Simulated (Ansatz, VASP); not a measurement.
One calculation of SnH, two programs

INCAR

```
PREC = Accurate
ENCUT = 520
EDIFF = 1E-6
ISMEAR = -1
SIGMA = 0.1
LREAL = F
LASPH = T
NELM = 80
ALGO = Normal
ISIF = 2
LWAVE = F
LCHARG = F
GGA = PE
NBANDS = 23
```

File KPOINTS:

```
regular mesh
0
Gamma
  9 9 7
```

Contents of POSCAR:

```
SnH
1.0
    3.8090600000      0.0000000000      0.0000000000
    0.0000000000      3.8090600000      0.0000000000
    0.0000000000      0.0000000000      4.8427140000
Sn H
2 2
Direct
    0.2500000000      0.2500000000      0.2377000000
    0.7500000000      0.7500000000      0.7623000000
    0.7500000000      0.2500000000      0.0000000000
    0.2500000000      0.7500000000      0.0000000000
```

Input for Ansatz:

```yaml
crystal:
  lattice:
    - [3.80906, 0.0, 0.0]
    - [0.0, 3.80906, 0.0]
    - [0.0, 0.0, 4.842714]
  atoms:
    - { symbol: Sn, position: [0.25, 0.25, 0.2377] }
    - { symbol: Sn, position: [0.75, 0.75, 0.7623] }
    - { symbol: H, position: [0.75, 0.25, 0.0] }
    - { symbol: H, position: [0.25, 0.75, 0.0] }
  symmetry: { tolerance: 0.0003 }
kpoints:
  mp_grid: { grid: [9, 9, 7], shift: [0, 0, 0] }
  band_path:
    path:
      - [0.0, 0.0, 0.0]
      - [0.0, 0.5, 0.0]
      - [0.5, 0.5, 0.0]
      - [0.0, 0.0, 0.0]
      - [0.0, 0.0, 0.5]
      - [0.0, 0.5, 0.5]
      - [0.5, 0.5, 0.5]
      - [0.0, 0.0, 0.5]
      - [0.0, 0.5, 0.0]
      - [0.0, 0.5, 0.5]
      - [0.5, 0.5, 0.0]
    npoints: 6
magnetization:
  spin_polarized: false
scf:
  occupations: { method: fermi_dirac }
  lower_state_search: "off"
  max_iter: 200
hamiltonian:
  pseudopotentials: { kind: paw }
  xc: pbe
basis:
  ecutwfc: 420
  fft_grid_basis: typed
output:
  forces: true
  stress: true
  eigenvalues: true
  bader: true
  populations: true
  elf: true
  write_potential: true
  volumetric_format: npy
  dos:
    e_range: [-12, 8]
    de: 0.05
    projected: { site_lists: { H: [H], Sn: [Sn] } }
checkpoint:
  read: saved_state
```

Alike in both runs: task single point; functional PBE; k mesh 9 × 9 × 7; no spin polarisation.

```csv
,VASP,Ansatz
version,VASP 6.6.1,Ansatz 0.2.0
potentials or method,"VASP PAW PBE potentials, release 64 (Sn_d, H), cutoff 520 eV",PAW plane waves
occupations,"fermi-dirac, width 0.1 eV",fermi-dirac
valence electrons in the cell,30,30
```

|  | VASP | Ansatz | Ansatz less VASP |
| --- | --- | --- | --- |
| pressure (GPa) | 0.4 | 0.4 | +0.06 |
| traceless stress, the component that is largest in VASP (GPa) | -0.62 | -0.62 | +0.004 |
| rms of the force components (eV/Å) | 0.292 | 0.291 | -0.0002 |

Atom by atom the forces differ by 0.000 eV/Å (rms over components).
